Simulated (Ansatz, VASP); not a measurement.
P: VASP beside Ansatz

The input INCAR:

```
ALGO = Normal
EDIFF = 1E-6
ENCUT = 520
GGA = PS
ISIF = 2
ISMEAR = 0
LASPH = T
LCHARG = T
LELF = T
LREAL = F
LVHAR = T
LWAVE = F
NBANDS = 18
NELM = 100
PREC = Accurate
SIGMA = 0.15
```

The input KPOINTS:

```
k-points
0
Gamma
  16 16 12
```

File POSCAR:

```
P
1.0
    1.6587070759     -5.1453559977      0.0000000000
    1.6587070759      5.1453559977      0.0000000000
    0.0000000000      0.0000000000      4.1971725448
P
4
Direct
    0.1016384485      0.8983615515      0.9271259313
    0.6089265739      0.3910734261      0.5728740687
    0.8910734261      0.1089265739      0.0728740687
    0.3983615515      0.6016384485      0.4271259313
```

Input for Ansatz:

```yaml
crystal:
  lattice:
    - [1.6587070759, -5.1453559977, 0.0]
    - [1.6587070759, 5.1453559977, 0.0]
    - [0.0, 0.0, 4.1971725448]
  atoms:
    - { symbol: P, position: [0.1016384485, 0.8983615515, 0.9271259313] }
    - { symbol: P, position: [0.6089265739, 0.3910734261, 0.5728740687] }
    - { symbol: P, position: [0.8910734261, 0.1089265739, 0.0728740687] }
    - { symbol: P, position: [0.3983615515, 0.6016384485, 0.4271259313] }
basis:
  ecutwfc: 420
kpoints:
  mp_grid: { grid: [16, 16, 12] }
hamiltonian:
  xc: pbesol
scf:
  occupations: { method: gaussian, width: 0.15 }
output:
  forces: true
  stress: true
  eigenvalues: true
```

Change from the starting cell: mode 4 (92.2 1/cm) frozen in, largest displacement +0.037 Å.

Alike in both runs: task single point; functional PBEsol; k mesh 16 × 16 × 12; occupations gaussian, width 0.15 eV; no spin polarisation.

|  | VASP | Ansatz |
| --- | --- | --- |
| version | VASP 6.6.1 | Ansatz 0.2.0 |
| potentials or method | VASP PAW PBE potentials, release 64 (P), cutoff 520 eV | scalar-relativistic, plane waves, PAW |
| valence electrons in the cell | 20 | 20 |

VASP gave:

| Property | Result |
| --- | --- |
| gap on the k mesh at the Fermi level (eV) | none |
| pressure (GPa) | -0.1 |
| traceless stress, the component that is largest in VASP (GPa) | -0.07 |
| rms of the force components (eV/Å) | 0.036 |

Problem. Which values does Ansatz return?

Solution. gap on the k mesh at the Fermi level (eV): none; pressure (GPa): -0.1; traceless stress, the component that is largest in VASP (GPa): -0.10; rms of the force components (eV/Å): 0.026.

VASP's potentials were made for PBE, not for PBEsol. Atom by atom the forces differ by 0.018 eV/Å (rms over components). A gap of «none» marks a metal or a gap that the smearing closes. With one functional, cell and mesh, what is left measures potentials, basis and numerics.
